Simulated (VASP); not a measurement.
# Cd2S: single point with PBE

The system is Cd2S.

```xyz
3
Lattice="3.9361 0.0000 0.0000 -1.9680 3.4087 0.0000 0.0000 0.0000 5.7702" Properties=species:S:1:pos:R:3 pbc="T T T"
Cd    0.0000    2.2725    5.3820
Cd    1.9680    1.1362    3.3394
S     0.0000    2.2725    2.1102
```

```yaml
Program: VASP 6.6.1
Task: single point
Functional: PBE
Potentials_or_basis: VASP PAW PBE potentials, release 64 (Cd, S)
Cutoff: 520 eV
k_mesh: 8 × 8 × 5
Occupations: fermi-dirac, width 0.05 eV
Spin: no spin polarisation
Dipole_correction: no
Further_INCAR_settings: ALGO = Normal; EDIFF = 1e-07; NBANDS = 22
```

| Property | Result |
| --- | --- |
| Pressure | 1.1 GPa |
| Largest force | 0.023 eV/Å |
| Band gap on the k mesh | 0.22 eV, indirect (least direct gap 0.57 eV) |

Forces in eV/Å, atoms in the order of the input:
```
Cd   0.000  0.000 -0.018
Cd   0.000  0.000  0.023
S    0.000  0.000 -0.005
```

Stress tensor (GPa, compression positive):
```
0.87 0.00 0.00
0.00 0.87 0.00
0.00 0.00 1.43
```

Levels at points of the mesh, in eV from the valence-band top:
```
           k point  band 11  band 12  band 13  band 14  band 15  band 16  band 17  band 18  band 19  band 20
(0.00, 0.00, 0.00)    -7.66    -4.50    -3.72    -0.71    -0.71     3.29     5.15     6.88     6.88     8.43
(0.50, 0.00, 0.00)    -7.48    -4.52    -3.03    -1.61    -1.21     0.58     3.22     4.77     5.90     7.55
```

It took 30 s on 1 thread of Intel(R) Xeon(R) 6975P-C (Granite Rapids), on a shared host, peak memory 0.22 GiB.

A k mesh can miss the band edges.
